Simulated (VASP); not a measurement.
# W (P6/mmm) in VASP: notebook

The runs below take W through relaxation of cell and atoms, with PBE.

All numbers are computed with VASP 6.6.1; they aren't measurements. Logs are shortened: lines on timing, memory, paths and dates and some standing lists are left out, and cuts for length are marked.

## 1. The cell of the first run

The structure is hexagonal, space group P6/mmm (No. 191). The conventional cell has a = 5.394 Å, b = 5.394 Å, c = 2.655 Å, α = 90.00°, β = 90.00°, γ = 120.00°. W (site symmetry 6/mmm) has 14 W at 2.65 to 3.01 Å within 3.5 Å. W (site symmetry mmm) has 10 W at 2.65 to 3.01 Å within 3.5 Å.

The cell was generated, and may not be a known phase.

## 2. Relaxation of cell and atoms, PBE

INCAR reads:

```
SYSTEM = W
PREC = Accurate
ENCUT = 600
EDIFF = 1E-7
ISMEAR = 0
SIGMA = 0.1
LREAL = .False.
LASPH = .True.
NELM = 60
ALGO = Fast
ISIF = 3
LWAVE = .False.
LCHARG = .False.
GGA = PE
IBRION = 2
NSW = 100
EDIFFG = -0.01
```

KPOINTS reads:

```
regular mesh
0
Gamma
  12 12 18
  0 0 0
```

POSCAR reads:

```
W
1.0
    5.3935719901      0.0000000000      0.0000000000
   -2.6967859950      4.6709703605      0.0000000000
    0.0000000000      0.0000000000      2.6549528307
W
4
Direct
    0.0000000000      0.0000000000      0.0000000000
    0.0000000000      0.5000000000      0.5000000000
    0.5000000000      0.0000000000      0.5000000000
    0.5000000000      0.5000000000      0.5000000000
```

Potentials or basis: VASP PAW PBE potentials, release 64 (W_sv).

Launch:

```sh
$ cat potpaw_PBE.64/W_sv/POTCAR > POTCAR
$ mpirun -np 1 vasp_std > vasp.out
```

OUTCAR:

```text
SYSTEM = W
   PREC = Accurate
   ENCUT = 600
   EDIFF = 1E-7
   ISMEAR = 0
   LREAL = .False.
   LASPH = .True.
   NELM = 60
   ISIF = 3
   GGA = PE
   IBRION = 2
   NSW = 100
   EDIFFG = -0.01

 ion  position               nearest neighbor table
   1  0.000  0.000  0.000-   2 3.01   2 3.01   2 3.01   2 3.01   4 3.01   4 3.01   4 3.01   4 3.01
                             3 3.01   3 3.01   3 3.01   3 3.01
   2  0.000  0.500  0.500-   3 2.70   3 2.70   4 2.70   4 2.70   1 3.01   1 3.01   1 3.01   1 3.01

   3  0.500  0.000  0.500-   4 2.70   4 2.70   2 2.70   2 2.70   1 3.01   1 3.01   1 3.01   1 3.01

   4  0.500  0.500  0.500-   3 2.70   3 2.70   2 2.70   2 2.70   1 3.01   1 3.01   1 3.01   1 3.01

  LATTYP: Found a hexagonal cell.
 ALAT       =     5.3935719901
 C/A-ratio  =     0.4922438850

  Lattice vectors:

 A1 = (   5.3935719901,   0.0000000000,   0.0000000000)
 A2 = (  -2.6967859950,   4.6709703605,   0.0000000000)
 A3 = (   0.0000000000,   0.0000000000,   2.6549528307)

Analysis of symmetry for initial positions (statically):
=====================================================================
 Subroutine PRICEL returns:
 Original cell was already a primitive cell.

 Routine SETGRP: Setting up the symmetry group for a
 hexagonal supercell.

 Subroutine GETGRP returns: Found 24 space group operations
 (whereof 24 operations were pure point group operations)
 out of a pool of 24 trial point group operations.

The static configuration has the point symmetry D_6h.

Analysis of symmetry for dynamics (positions and initial velocities):
=====================================================================
 Subroutine PRICEL returns:
 Original cell was already a primitive cell.

 Routine SETGRP: Setting up the symmetry group for a
 hexagonal supercell.

 Subroutine GETGRP returns: Found 24 space group operations
 (whereof 24 operations were pure point group operations)
 out of a pool of 24 trial point group operations.

The dynamic configuration has the point symmetry D_6h.

 Subroutine INISYM returns: Found 24 space group operations
 (whereof 24 operations are pure point group operations),
 and found     1 'primitive' translations

----------------------------------------------------------------------------------------

                                     Primitive cell

  volume of cell :      66.8868

  direct lattice vectors                    reciprocal lattice vectors
     5.393571990  0.000000000  0.000000000     0.185405887  0.107044139  0.000000000
    -2.696785995  4.670970361  0.000000000     0.000000000  0.214088278  0.000000000
     0.000000000  0.000000000  2.654952831     0.000000000  0.000000000  0.376654526

  length of vectors
     5.393571990  5.393571990  2.654952831     0.214088278  0.214088278  0.376654526

  position of ions in fractional coordinates (direct lattice)
     0.000000000  0.000000000  0.000000000
     1.000000000  0.500000000  0.500000000
     0.500000000  0.000000000  0.500000000
     0.500000000  0.500000000  0.500000000

  ion indices of the primitive-cell ions
   primitive index   ion index
                 1           1
                 2           2
                 3           3
                 4           4

----------------------------------------------------------------------------------------

 KPOINTS: regular mesh

Automatic generation of k-mesh.
 Grid dimensions read from file:
 generate k-points for:   12   12   18

 Generating k-lattice:

  Cartesian coordinates                     Fractional coordinates (reciprocal lattice)
     0.015450491  0.008920345  0.000000000     0.083333333  0.000000000  0.000000000
     0.000000000  0.017840690  0.000000000     0.000000000  0.083333333  0.000000000
     0.000000000  0.000000000  0.020925251     0.000000000  0.000000000  0.055555556

  Length of vectors
     0.017840690  0.017840690  0.020925251

  Shift w.r.t. Gamma in fractional coordinates (k-lattice)
     0.000000000  0.000000000  0.000000000

 Subroutine IBZKPT returns following result:
 ===========================================

 Found    190 irreducible k-points:

 Following reciprocal coordinates:
            Coordinates               Weight
  0.000000  0.000000  0.000000      1.000000
  0.083333 -0.000000  0.000000      6.000000
  0.166667 -0.000000  0.000000      6.000000
  0.250000 -0.000000  0.000000      6.000000
  0.333333 -0.000000  0.000000      6.000000
  0.416667 -0.000000  0.000000      6.000000
[... 16 lines left out ...]
  0.250000 -0.000000  0.055556     12.000000
  0.333333 -0.000000  0.055556     12.000000
 [... further k-points ...]
   k-points           NKPTS =    190   k-points in BZ     NKDIM =    190   number of bands    NBANDS=     33
   number of dos      NEDOS =    301   number of ions     NIONS =      4
   total plane-waves  NPLWV =  55296
   dimension x,y,z NGX =    48 NGY =   48 NGZ =   24
   dimension x,y,z NGXF=    96 NGYF=   96 NGZF=   48
   ions per type =               4
   NGX,Y,Z   is equivalent  to a cutoff of  14.80, 14.80, 15.03 a.u.
   NGXF,Y,Z  is equivalent  to a cutoff of  29.59, 29.59, 30.06 a.u.
 SYSTEM =  W
   PREC   = accura    normal or accurate (medium, high low for compatibility)
   ISTART =      0    job   : 0-new  1-cont  2-samecut
   ICHARG =      2    charge: 1-file 2-atom 10-const
   ISPIN  =      1    spin polarized calculation?
   LNONCOLLINEAR =      F non collinear calculations
   LSORBIT =      F    spin-orbit coupling
   LASPH  =      T    aspherical Exc in radial PAW
   ENCUT  =  600.0 eV  44.10 Ry    6.64 a.u.  10.77 10.77  5.30*2*pi/ulx,y,z
   NELM   =     60;   NELMIN=  2; NELMDL= -5     # of ELM steps
   EDIFF  = 0.1E-06   stopping-criterion for ELM
   LREAL  =      F    real-space projection
   EDIFFG = -.1E-01   stopping-criterion for IOM
   NSW    =    100    number of steps for IOM
   IBRION =      2    ionic relax: 0-MD 1-quasi-New 2-CG
   NFREE  =      1    steps in history (QN), initial steepest desc. (CG)
   ISIF   =      3    stress and relaxation
   ISYM   =      2    0-nonsym 1-usesym 2-fastsym
   POTIM  = 0.5000    time-step for ionic-motion
   TEBEG  =    0.0;   TEEND  =   0.0 temperature during run
   PSTRESS=    0.0 pullay stress
   NELECT =      56.0000    total number of electrons
   NUPDOWN=      -1.0000    fix difference up-down
   EMIN   =  10.00;   EMAX   =-10.00  energy-range for DOS
   EFERMI =   0.00;   METHOD = LEGACY
   ISMEAR =     0;   SIGMA  =   0.10  broadening in eV -4-tet -1-fermi 0-gaus
   EFERMI_NEDOS =   21; number of points for ismear=-14 and -15
   IALGO  =     68    algorithm
   IMIX   =      4    mixing-type and parameters
     AMIX     =   0.40;   BMIX     =  1.00
     AMIX_MAG =   1.60;   BMIX_MAG =  1.00
  volume/ion in A,a.u.               =      16.72       112.84
  Fermi-wavevector in a.u.,A,eV,Ry     =   1.542970  2.915790 32.392141  2.380755
  Thomas-Fermi vector in A             =   2.648699
   LORBIT       =      0    0 simple, 1 ext, 2 COOP (PROOUT), +10 PAW based schemes
   GGA     = PE    functional components
   LHFCALC =     F    Hartree Fock is set to
   AEXX    =    0.0000 exact exchange contribution
   IVDW    =     0    specifies the selected vdW correction
   LEPSILON=     F    determine dielectric tensor
   LRPA    =     F    only Hartree local field effects (RPA)
 conjugate gradient relaxation of ions
 non-spin polarized calculation
 RMM-DIIS sequential band-by-band and
 Gauss-broadening in eV      SIGMA  =   0.10
  energy-cutoff  :      600.00
  volume of cell :       66.89
 maximum number of plane-waves:      2277
 NGX is ok and might be reduce to    48

--------------------------------------- Ionic step        1  -------------------------------------------

 number of electron      56.0000010 magnetization

 Free energy of the ion-electron system (eV)
  ---------------------------------------------------
  ext. energy  EPLUGINS =         0.00000000
  ---------------------------------------------------
  free energy    TOTEN  =       -49.63446311 eV

  energy without entropy =      -49.61977132  energy(sigma->0) =      -49.62711721

------------------------ aborting loop because EDIFF is reached ----------------------------------------

  FORCE on cell =-STRESS in cart. coord.  units (eV):
  Direction    XX          YY          ZZ          XY          YZ          ZX
  --------------------------------------------------------------------------------------
  -------------------------------------------------------------------------------------
  Total       -0.0841337     -0.0841337      1.2557830     -0.0000000      0.0000000     -0.0000000
  in kB       -2.0153012     -2.0153012     30.0804801     -0.0000000      0.0000000     -0.0000000
  external PRESSURE =       8.6832926 kB  Pullay stress =       0.0000000 kB

 VOLUME and BASIS-vectors are now :
 -----------------------------------------------------------------------------
  energy-cutoff  :      600.00
  volume of cell :       66.89
      direct lattice vectors                 reciprocal lattice vectors
     5.393571990  0.000000000  0.000000000     0.185405887  0.107044139  0.000000000
    -2.696785995  4.670970361  0.000000000     0.000000000  0.214088278  0.000000000
     0.000000000  0.000000000  2.654952831     0.000000000  0.000000000  0.376654526
[... 115 lines left out ...]
 POSITION                                       TOTAL-FORCE (eV/Angst)
 -----------------------------------------------------------------------------------
      0.00000      0.00000     -0.00000         0.000000      0.000000      0.000000
     -1.34315      2.32640      1.33701         0.000000      0.000000      0.000000
      0.00000      4.65280      1.33701        -0.000000     -0.000000      0.000000
      1.34315      2.32640      1.33701        -0.000000     -0.000000      0.000000
 -----------------------------------------------------------------------------------
    total drift:                               -0.000000      0.000000     -0.000000

  FREE ENERGIE OF THE ION-ELECTRON SYSTEM (eV)
  ---------------------------------------------------
  free  energy   TOTEN  =       -49.6371716796 eV

  energy  without entropy=      -49.6224616971  energy(sigma->0) =      -49.62981669

--------------------------------------- Ionic step        5  -------------------------------------------

 number of electron      56.0000011 magnetization

 Free energy of the ion-electron system (eV)
  ---------------------------------------------------
  ext. energy  EPLUGINS =         0.00000000
  ---------------------------------------------------
  free energy    TOTEN  =       -49.63850174 eV

  energy without entropy =      -49.62366470  energy(sigma->0) =      -49.63108322

 E-fermi :  10.7004     XC(G=0): -13.2813

 val. band max:       10.7003493894   @ k =   0.3333  -0.0000   0.1111
 cond. band min:      10.7014055257   @ k =   0.0833  -0.0000   0.1667
 fundamental gap:      0.0010561363
 Fermi energy:        10.7003670190

 k-point     1 :       0.0000    0.0000    0.0000
  band No.  band energies     occupation
      1     -63.5354      2.00000
      2     -63.4173      2.00000
      3     -63.4173      2.00000
      4     -63.4066      2.00000
      5     -28.5266      2.00000
      6     -28.1671      2.00000
[... 853 lines left out ...]
     32      11.7568      0.00000
     33      13.4876      0.00000

 [... further k-points ...]

------------------------ aborting loop because EDIFF is reached ----------------------------------------

  FORCE on cell =-STRESS in cart. coord.  units (eV):
  Direction    XX          YY          ZZ          XY          YZ          ZX
  --------------------------------------------------------------------------------------
  -------------------------------------------------------------------------------------
  Total        0.0023779      0.0023779     -0.0032152      0.0000000     -0.0000000      0.0000000
  in kB        0.0567837      0.0567837     -0.0767775      0.0000000     -0.0000000      0.0000000
  external PRESSURE =       0.0122633 kB  Pullay stress =       0.0000000 kB

 VOLUME and BASIS-vectors are now :
 -----------------------------------------------------------------------------
  energy-cutoff  :      600.00
  volume of cell :       67.09
      direct lattice vectors                 reciprocal lattice vectors
     5.384857576 -0.000000000 -0.000000000     0.185705933  0.107217370 -0.000000000
    -2.692428788  4.663423456  0.000000000     0.000000000  0.214434741 -0.000000000
     0.000000000  0.000000000  2.671823378     0.000000000  0.000000000  0.374276237

 POSITION                                       TOTAL-FORCE (eV/Angst)
 -----------------------------------------------------------------------------------
      0.00000      0.00000      2.67182        -0.000000      0.000000      0.000000
     -1.34621      2.33171      1.33591        -0.000000      0.000000      0.000000
      2.69243     -0.00000      1.33591         0.000000     -0.000000      0.000000
      1.34621      2.33171      1.33591        -0.000000     -0.000000      0.000000
 -----------------------------------------------------------------------------------
    total drift:                               -0.000000      0.000000     -0.000000

  FREE ENERGIE OF THE ION-ELECTRON SYSTEM (eV)
  ---------------------------------------------------
  free  energy   TOTEN  =       -49.6385017436 eV

  energy  without entropy=      -49.6236646965  energy(sigma->0) =      -49.63108322

 reached required accuracy - stopping structural energy minimisation
```

It took 29 min on 1 thread of Intel Xeon Platinum 8259CL at 2.50GHz (Skylake/Cascade Lake), shared host; peak memory 0.51 GiB.

Results:

| Item | Value |
| --- | --- |
| Free energy | -49.6385 eV |
| Relaxed volume | 16.77 Å³/atom |
| Relaxed cell | a = 5.385 Å, b = 5.385 Å, c = 2.672 Å, α = 90.00°, β = 90.00°, γ = 120.00° |
| Space group after relaxing (to 0.1 Å) | P6/mmm (No. 191) |
| Energy gained by relaxing | 1.0 meV/atom |
| Ionic steps | 5 |
| Pressure after relaxing | 0.0 GPa |
| Band gap on the k mesh | zero (bands 28 and 29 overlap by 1.20 eV) |

The path:
| step | energy change (eV) | largest force (eV/Å) | pressure (GPa) | volume (Å³) |
| --- | --- | --- | --- | --- |
| 1 | 0.0000 | 0.0000 | 0.87 | 66.89 |
| 2 | 0.0050 | 0.0000 | -2.64 | 67.76 |
| 3 | -0.0037 | 0.0000 | -0.55 | 67.23 |
| 4 | -0.0027 | 0.0000 | 1.04 | 66.84 |
| 5 | -0.0040 | 0.0000 | 0.00 | 67.09 |

Final structure:
```
W
1.0
     5.38486    0.00000    0.00000
    -2.69243    4.66342    0.00000
     0.00000    0.00000    2.67182
W
4
Direct
  0.00000 0.00000 0.00000
  0.00000 0.50000 0.50000
  0.50000 0.00000 0.50000
  0.50000 0.50000 0.50000
```

Caveat: spin-orbit coupling is left out, which moves the levels of the heavy elements.

## 3. Relaxation of cell and atoms, PBE

This run uses another cell than the first one: it holds 3 atoms, not 4.

INCAR reads:

```
SYSTEM = W
  PREC = Accurate
  ENCUT = 600
  EDIFF = 1E-6
  ISMEAR = 0
  SIGMA = 0.1
  LREAL = .FALSE.
  LASPH = .TRUE.
  NELM = 100
  ALGO = Fast
  ISIF = 3
  LWAVE = .FALSE.
  LCHARG = .FALSE.
  GGA = PE
  IBRION = 2
  NSW = 100
  EDIFFG = -0.01
```

KPOINTS reads:

```
regular mesh
0
G
  12 12 18
  0 0 0
```

POSCAR reads:

```
W
1.0
    4.7025437010      0.0000000000      0.0000000000
   -2.3512718505      4.0725223075      0.0000000000
    0.0000000000      0.0000000000      2.5899394929
W
3
Direct
    0.0000000000      0.0000000000      0.0000000000
    0.3333333333      0.6666666667      0.5000000000
    0.6666666667      0.3333333333      0.5000000000
```

Potentials or basis: VASP PAW PBE potentials, release 64 (W_sv).

Launch:

```sh
$ cat potpaw_PBE.64/W_sv/POTCAR > POTCAR
$ mpirun -np 1 vasp_std > vasp.out
```

Wall time 34 min (1 thread of Oxide Virtual Turin-like, shared host); peak memory 0.33 GiB.

It converged, with:

* Free energy: -37.2269 eV
* Relaxed volume: 16.58 Å³/atom
* Relaxed cell: a = 4.693 Å, b = 4.693 Å, c = 2.608 Å, α = 90.00°, β = 90.00°, γ = 120.00°
* Space group after relaxing (to 0.1 Å): P6/mmm (No. 191)
* Energy gained by relaxing: 1.5 meV/atom
* Ionic steps: 5
* Pressure after relaxing: 0.0 GPa
* Band gap on the k mesh: zero (bands 21 and 22 overlap by 0.88 eV)

The path:
| step | energy change (eV) | largest force (eV/Å) | pressure (GPa) | volume (Å³) |
| --- | --- | --- | --- | --- |
| 1 | 0.0000 | 0.0000 | 1.04 | 49.60 |
| 2 | 0.0117 | 0.0000 | -3.59 | 50.36 |
| 3 | -0.0041 | 0.0000 | -0.59 | 49.86 |
| 4 | -0.0033 | 0.0000 | 1.10 | 49.53 |
| 5 | -0.0044 | 0.0000 | -0.05 | 49.75 |

Final structure:
```
W
1.0
     4.69340    0.00000    0.00000
    -2.34670    4.06460    0.00000
     0.00000    0.00000    2.60776
W
3
Direct
  0.00000 0.00000 0.00000
  0.33333 0.66667 0.50000
  0.66667 0.33333 0.50000
```

Levels at points of the mesh, in eV from the Fermi level:
| k point | band 17 | band 18 | band 19 | band 20 | band 21 | band 22 | band 23 | band 24 | band 25 |
| --- | --- | --- | --- | --- | --- | --- | --- | --- | --- |
| (0.00, 0.00, 0.00) | -2.49 | -2.45 | -2.45 | -2.27 | -0.30 | -0.30 | 2.15 | 2.21 | 2.21 |
| (0.50, 0.00, 0.00) | -3.12 | -2.75 | -2.21 | -2.11 | 0.28 | 1.02 | 2.34 | 2.39 | 2.45 |
| (0.00, 0.00, 0.50) | -4.17 | -2.63 | -1.08 | -1.08 | 0.23 | 0.23 | 3.12 | 3.12 | 3.95 |
| (0.50, 0.00, 0.50) | -2.37 | -2.29 | -1.76 | -0.25 | -0.15 | 0.17 | 1.29 | 2.56 | 3.16 |

Caveat: spin-orbit coupling is left out, which moves the levels of the heavy elements.
